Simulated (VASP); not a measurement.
H8WC20: single point with PBE

The system is H8WC20, a slab with vacuum.

```
H C W
1.0
     5.04874    0.00000    0.00000
     0.00000    5.04874    0.00000
     0.00000    0.00000   17.16470
H C W
8 20 1
Direct
  0.42779 0.00000 0.05826
  0.07221 0.00000 0.05826
  0.92779 0.00000 0.05826
  0.57221 0.00000 0.05826
  0.42779 0.50000 0.05826
  0.07221 0.50000 0.05826
  0.92779 0.50000 0.05826
  0.57221 0.50000 0.05826
  0.25000 0.00000 0.09524
  0.75000 0.00000 0.09524
  0.25000 0.50000 0.09524
  0.75000 0.50000 0.09524
  0.25000 0.25000 0.14723
  0.75000 0.25000 0.14723
  0.25000 0.75000 0.14723
  0.75000 0.75000 0.14723
  0.99998 0.25000 0.19399
  0.50003 0.25000 0.19796
  0.00001 0.74999 0.20033
  0.50001 0.75000 0.20593
  0.00000 0.00977 0.24871
  0.50000 0.01530 0.25720
  0.00000 0.49022 0.24871
  0.50000 0.48467 0.25720
  0.23651 0.08062 0.29967
  0.76348 0.08039 0.29969
  0.23651 0.41936 0.29967
  0.76348 0.41959 0.29969
  0.99983 0.24998 0.38480
```

```
Program                : VASP 6.6.1
Task                   : single point
Functional             : PBE
Potentials or basis    : VASP PAW PBE potentials, release 64 (H, C, W_sv)
Cutoff                 : 520 eV
k mesh                 : 3 × 3 × 1
Occupations            : gaussian, width 0.05 eV
Spin                   : no spin polarisation
Dipole correction      : no
Further INCAR settings : LREAL = Auto; ALGO = Normal; EDIFF = 1e-06; NBANDS = 71
```

* Largest force: 8.843 eV/Å
* Band gap on the k mesh: 0.41 eV, indirect (least direct gap 0.53 eV)

Forces in eV/Å, atoms in the order of the input:
```
H   -8.842 -0.038  0.019
H    8.830 -0.046  0.071
H   -8.830 -0.046  0.072
H    8.842 -0.038  0.019
H   -8.842  0.038  0.019
H    8.830  0.045  0.072
H   -8.830  0.046  0.072
H    8.842  0.038  0.019
C    0.375 -0.119  1.001
C   -0.375 -0.119  1.001
C    0.376  0.118  1.001
C   -0.376  0.119  1.001
C    0.422  0.000 -2.631
C   -0.421  0.000 -2.633
C    0.209 -0.001  0.389
C   -0.207 -0.001  0.390
C    0.000 -0.001 -0.006
C   -0.003 -0.001  0.012
C    0.001  0.001  0.026
C   -0.003 -0.001 -0.011
C   -0.003 -0.039 -0.023
C    0.002 -0.011  0.008
C   -0.001  0.039 -0.025
C    0.002  0.014  0.008
C    0.040 -0.024  0.000
C   -0.039 -0.021 -0.003
C    0.040  0.024  0.001
C   -0.040  0.022 -0.001
W    0.001  0.000  0.137
```

Levels at points of the mesh, in eV from the valence-band top:
```
           k point  band 49  band 50  band 51  band 52  band 53  band 54
(0.00, 0.00, 0.00)    -0.82    -0.41    -0.28     0.41     1.32     1.47
```

Wall time 4.1 min on 1 thread of Intel(R) Xeon(R) Platinum 8375C CPU @ 2.90GHz (Ice Lake), with other jobs on the host, peak memory 0.51 GiB.

Caveat: spin-orbit coupling is left out, which moves the levels of the heavy elements.
